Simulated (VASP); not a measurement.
Write the native input for VASP 6.6.1 that does the following.

```yaml
Task: relaxation of cell and atoms
Functional: PBEsol
Potentials_or_basis: VASP PAW PBE potentials, release 64 (Al, Ru_pv)
Cutoff: 600 eV
k_mesh: 6 × 6 × 4
Occupations: fermi-dirac, width 0.03 eV
Spin: no spin polarisation
Dipole_correction: no
Further_INCAR_settings: ALGO = Normal; EDIFF = 1e-06; IBRION = 2; EDIFFG = -0.01; NSW = 100; ISIF = 3
```

The structure of Al2Ru lies in POSCAR:

```
Al2Ru
1.0
    4.1212266600      0.0000000000      0.0000000000
   -2.0606133300      3.5690869800      0.0000000000
    0.0000000000      0.0000000000      5.6045648500
Al Ru
4 2
Direct
    0.6666666700      0.3333333300      0.2500000000
    0.3333333300      0.6666666700      0.7500000000
    0.0000000000      0.0000000000      0.0000000000
    0.0000000000      0.0000000000      0.5000000000
    0.6666666700      0.3333333300      0.7500000000
    0.3333333300      0.6666666700      0.2500000000
```

The input as run:

INCAR

```
SYSTEM = Al2Ru
  ALGO = Normal
  EDIFF = 1E-6
  EDIFFG = -0.01
  ENCUT = 600
  GGA = PS
  IBRION = 2
  ISIF = 3
  ISMEAR = -1
  LASPH = .TRUE.
  LCHARG = .FALSE.
  LREAL = .FALSE.
  LWAVE = .FALSE.
  NELM = 60
  NSW = 100
  PREC = Accurate
  SIGMA = 0.03
```

KPOINTS

```
k-points
0
G
  6 6 4
  0 0 0
```

Potentials or basis: VASP PAW PBE potentials, release 64 (Al, Ru_pv).

Launch:

```bash
$ cat potpaw_PBE.64/Al/POTCAR potpaw_PBE.64/Ru_pv/POTCAR > POTCAR
$ mpirun -np 1 vasp_std > vasp.out
```

It gave:

```json
{
  "Relaxed volume": "14.01 Å³/atom",
  "Relaxed cell": "a = 4.296 Å, b = 4.296 Å, c = 5.260 Å, α = 90.00°, β = 90.00°, γ = 120.00°",
  "Space group after relaxing (to 0.05 Å)": "P6_3/mmc (No. 194)",
  "Energy gained by relaxing": "65.8 meV/atom",
  "Ionic steps": "9",
  "Pressure after relaxing": "0.0 GPa",
  "Band gap on the k mesh": "zero (band 20 reaches 11.73 eV, above the bottom of band 21 at 10.08 eV)"
}
```

Caveat: the PAW data sets were made with another functional, which shifts forces and pressure a little.

It took 5.4 min on 1 thread of AMD EPYC 7R43 64-Core Processor (Zen 3), with other jobs on the host, peak memory 0.23 GiB.
